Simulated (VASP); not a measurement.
# SrO: single point with PBE

SrO:

```
Sr O
1.0
     5.19490   -5.19490   -5.19490
    -5.19490    5.19490   -5.19490
     5.19490    5.19490    5.19490
Sr O
16 16
Direct
  0.75000 0.25000 0.50000
  0.75000 0.00000 0.75000
  0.50000 0.50000 0.50000
  0.75000 0.75000 0.00000
  0.50000 0.25000 0.75000
  0.75000 0.50000 0.25000
  0.50000 0.00000 0.00000
  0.25000 0.75000 0.50000
  0.25000 0.50000 0.75000
  0.50000 0.75000 0.25000
  0.00000 0.00000 0.50000
  0.25000 0.25000 0.00000
  0.25000 0.00000 0.25000
  0.00000 0.75000 0.75000
  0.00000 0.50000 0.00000
  0.00000 0.25000 0.25000
  0.00000 0.25000 0.75000
  0.00000 0.00000 0.00000
  0.75000 0.50000 0.75000
  0.00000 0.75000 0.25000
  0.75000 0.25000 0.00000
  0.00000 0.50000 0.50000
  0.75000 0.00000 0.25000
  0.50000 0.75000 0.75000
  0.50000 0.50000 0.00000
  0.75000 0.75000 0.50000
  0.25000 0.00000 0.75000
  0.50000 0.25000 0.25000
  0.50000 0.00000 0.50000
  0.25000 0.75000 0.00000
  0.25000 0.50000 0.25000
  0.25000 0.25000 0.50000
```

```
Program             : VASP 6.6.1
Task                : single point
Functional          : PBE
Potentials or basis : VASP PAW PBE potentials, release 64 (Sr_sv, O)
Cutoff              : 520 eV
k mesh              : 2 × 2 × 2, shifted
Occupations         : gaussian, width 0.01 eV
Spin                : no spin polarisation
```

```json
{
 "Pressure": "0.5 GPa",
 "Band gap on the k mesh": "3.63 eV"
}
```

Levels at points of the mesh, in eV from the valence-band top:
| k point | band 126 | band 127 | band 128 | band 129 | band 130 | band 131 |
| --- | --- | --- | --- | --- | --- | --- |
| (0.25, 0.25, 0.25) | -0.52 | -0.52 | -0.52 | 5.03 | 5.03 | 5.03 |

Run time: 17 min on 1 thread of Intel Xeon 8259CL, on a shared host, peak memory 0.73 GiB.

Caveat: a shifted mesh leaves out Γ, where band edges can lie. A k mesh can miss the band edges.
